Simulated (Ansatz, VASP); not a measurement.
# AlV2C: VASP beside Ansatz

```xyz
8
Lattice="2.9080 0.0000 0.0000 -1.4540 2.5184 0.0000 0.0000 0.0000 13.1441" Properties=species:S:1:pos:R:3 pbc="T T T"
Al    0.0000    1.6789    3.2860
Al    1.4540    0.8395    9.8581
V     0.0000    1.6789    7.6899
V     1.4540    0.8395    5.4542
V     1.4540    0.8395    1.1178
V     0.0000    1.6789   12.0263
C     0.0000    0.0000    0.0000
C     0.0000    0.0000    6.5721
```

Alike in both runs: functional PBE; k mesh 15 × 15 × 4; occupations fermi-dirac, width 0.15 eV; no spin polarisation.

Ansatz relaxed the structure, and its values are those at the end. VASP's run is a single point on that final structure, the one shown.

```csv
,VASP,Ansatz
version,VASP 6.6.1,Ansatz 0.2.0
potentials or method,"VASP PAW PBE potentials, release 64 (Al, V_sv, C), cutoff 520 eV","scalar-relativistic, plane waves, PAW"
valence electrons in the cell,66,66
```

|  | VASP | Ansatz | Ansatz less VASP |
| --- | --- | --- | --- |
| gap on the k mesh at the Fermi level (eV) | none | none | - |
| pressure (GPa) | 0.3 | 0.0 | -0.34 |
| rms of the force components (eV/Å) | 0.019 | 0.000 | -0.0192 |

A gap of «none» marks a metal or a gap that the smearing closes. With one functional, cell and mesh, what is left measures potentials, basis and numerics.
